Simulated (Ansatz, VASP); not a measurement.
# C: VASP beside Ansatz

```
C
1.0
    -1.38859    1.38859    2.76956
     1.38859   -1.38859    2.76956
     1.38859    1.38859   -2.76956
C
4
Direct
  0.37500 0.98638 0.11138
  0.73638 0.12500 0.11138
  0.01362 0.62500 0.88862
  0.87500 0.26362 0.88862
```

Alike in both runs: task single point; functional PBE; k mesh 8 × 8 × 8; occupations gaussian, width 0.1 eV; collinear spin.

|  | VASP | Ansatz |
| --- | --- | --- |
| version | VASP 6.6.1 | Ansatz 0.2.0 |
| potentials or method | VASP PAW PBE potentials, release 64 (C), cutoff 520 eV | scalar-relativistic, plane waves, PAW |
| valence electrons in the cell | 16 | 16 |

VASP gave:

* gap on the k mesh at the Fermi level (eV): none
* rms of the force components (eV/Å): 1.143
* net moment per atom (μB): 0.00

What did Ansatz give for the same quantities?

gap on the k mesh at the Fermi level (eV): none; rms of the force components (eV/Å): 1.148; net moment per atom (μB): 0.00.

Atom by atom the forces differ by 0.005 eV/Å (rms over components). A gap of «none» marks a metal or a gap that the smearing closes. The functional is the same, so the differences come from potentials, cutoffs and numerics. Ansatz's warnings: seeded moment not kept.

The k mesh is coarse, so the values compare programs but aren't converged.
